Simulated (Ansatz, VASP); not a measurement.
**SnGe5: VASP beside Ansatz**

```
CELL_PARAMETERS angstrom
0.00000 4.14655 4.14655
4.14655 0.00000 4.14655
4.14655 4.14655 0.00000
ATOMIC_POSITIONS crystal
Sn 0.00000 0.00000 0.00000
Ge 0.50000 0.50000 0.50000
Ge 0.34595 0.34595 0.34595
Ge 0.34595 0.34595 0.96216
Ge 0.34595 0.96216 0.34595
Ge 0.96216 0.34595 0.34595
```

Alike in both runs: task single point; functional PBE; k mesh 4 × 4 × 4; occupations gaussian, width 0.1 eV; no spin polarisation.

|  | VASP | Ansatz |
| --- | --- | --- |
| version | VASP 6.6.1 | Ansatz 0.2.0 |
| potentials or method | VASP PAW PBE potentials, release 64 (Sn_d, Ge_d), cutoff 520 eV | scalar-relativistic, plane waves, PAW |
| valence electrons in the cell | 84 | 84 |

|  | VASP | Ansatz | Ansatz less VASP |
| --- | --- | --- | --- |
| gap on the k mesh at the Fermi level (eV) | none | none | - |
| pressure (GPa) | 24.8 | 24.9 | +0.09 |
| rms of the force components (eV/Å) | 1.857 | 1.852 | -0.0045 |

Atom by atom the forces differ by 0.004 eV/Å (rms over components). A gap of «none» marks a metal or a gap that the smearing closes.
